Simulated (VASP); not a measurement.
Input of a VASP 6.6.1 run:

Contents of POSCAR:

```
PbS
1.0
    3.6536590000      0.0000000000      0.0000000000
    0.0000000000      3.6536590000      0.0000000000
    0.0000000000      0.0000000000      3.6536590000
Pb S
1 1
Direct
    0.0000000000      0.0000000000      0.0000000000
    0.5000000000      0.5000000000      0.5000000000
```

Contents of INCAR.step1:

```
SYSTEM = PbS
ALGO = Normal
EDIFF = 1E-4
ENCUT = 600
GGA = PE
ISMEAR = -1
LASPH = .True.
LCHARG = .False.
LREAL = .False.
LWAVE = .True.
NELM = 100
PREC = Accurate
SIGMA = 0.05
```

The input INCAR.step2:

```
SYSTEM = PbS
ALGO = Normal
EDIFF = 1E-6
EDIFFG = -0.01
ENCUT = 600
IBRION = 2
ISIF = 3
ISMEAR = -1
ISTART = 1
LASPH = .True.
LCHARG = .False.
LMIXTAU = .True.
LREAL = .False.
LWAVE = .False.
METAGGA = R2SCAN
NELM = 100
NSW = 60
PREC = Accurate
SIGMA = 0.05
```

The input KPOINTS:

```
k-points
0
Gamma
  7 7 7
  0 0 0
```

Potentials or basis: VASP PAW PBE potentials, release 64 (Pb_d, S).

Command:

```console
$ cat potpaw_PBE.64/Pb_d/POTCAR potpaw_PBE.64/S/POTCAR > POTCAR
$ cp INCAR.step1 INCAR
$ mpirun -np 1 vasp_std > vasp.out
$ cp INCAR.step2 INCAR
$ mpirun -np 1 vasp_std > vasp.out
```

Question: Estimate the space group after relaxing (to 0.05 Å).

Answer: Pm-3m (No. 221).

Question: Predict the relaxed volume.

Answer: 24.11 Å³/atom.

Question: Estimate the band gap on the k mesh.

Answer: 0.30 eV, indirect (least direct gap 1.67 eV).

Final structure:
```
Pb S
1.0
     3.63962    0.00000    0.00000
     0.00000    3.63962    0.00000
     0.00000    0.00000    3.63962
Pb S
1 1
Direct
  0.00000 0.00000 0.00000
  0.50000 0.50000 0.50000
```

Caveat: the PAW data sets were made with another functional, which shifts forces and pressure a little; spin-orbit coupling is left out, which moves the levels of the heavy elements. A k mesh can miss the band edges.
